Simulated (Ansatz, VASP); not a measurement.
Two plane-wave programs on C

```
C
1.0
     2.46657    0.00000    0.00000
    -1.23328    2.13611    0.00000
     0.00000    0.00000    8.52674
C
4
Direct
  0.00000 0.00000 0.25000
  0.00000 0.00000 0.75000
  0.33333 0.66667 0.25000
  0.66667 0.33333 0.75000
```

Alike in both runs: task single point; functional PBE; k mesh 15 × 15 × 4; occupations gaussian, width 0.3 eV; no spin polarisation.

|  | VASP | Ansatz |
| --- | --- | --- |
| version | VASP 6.6.1 | Ansatz 0.2.0 |
| potentials or method | VASP PAW PBE potentials, release 64 (C), cutoff 520 eV | plane waves (420 eV) with PAW, scalar-relativistic |
| valence electrons in the cell | 16 | 16 |

Ansatz gave:

```
pressure (GPa)                                                : 0.0
traceless stress, the component that is largest in VASP (GPa) : 0.03
```

Task: Which values does VASP return?

Result: Pressure (GPa): 0.4; traceless stress, the component that is largest in VASP (GPa): -0.38.
